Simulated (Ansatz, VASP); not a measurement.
**TlCl: VASP beside Ansatz**

```
CELL_PARAMETERS angstrom
3.76930 0.00942 0.00942
0.00942 3.76930 0.00942
0.00942 0.00942 3.76930
ATOMIC_POSITIONS crystal
Tl 0.00000 0.00000 0.00000
Cl 0.50000 0.50000 0.50000
```

Change from the starting cell: equal xy, yz and zx engineering shears of +0.5 %.

Alike in both runs: task relaxation of the atoms; functional PBEsol; k mesh 6 × 6 × 6; no spin polarisation.

|  | VASP | Ansatz |
| --- | --- | --- |
| version | VASP 6.6.1 | Ansatz 0.2.0 |
| potentials or method | VASP PAW PBE potentials, release 64 (Tl_d, Cl), cutoff 450 eV | all-electron LAPW, scalar-relativistic |
| occupations | gaussian, width 0.01 eV | fixed |

|  | VASP | Ansatz | Ansatz less VASP |
| --- | --- | --- | --- |
| gap on the k mesh at the Fermi level, each at its own relaxed structure (eV) | 1.80 | 1.79 | -0.006 |

VASP's potentials were made for PBE, not for PBEsol. Ansatz ran all-electron here, and VASP with PAW potentials.

Spin-orbit coupling is off throughout. Noted on VASP's run: the relaxation stopped at its first step, so nothing moved.
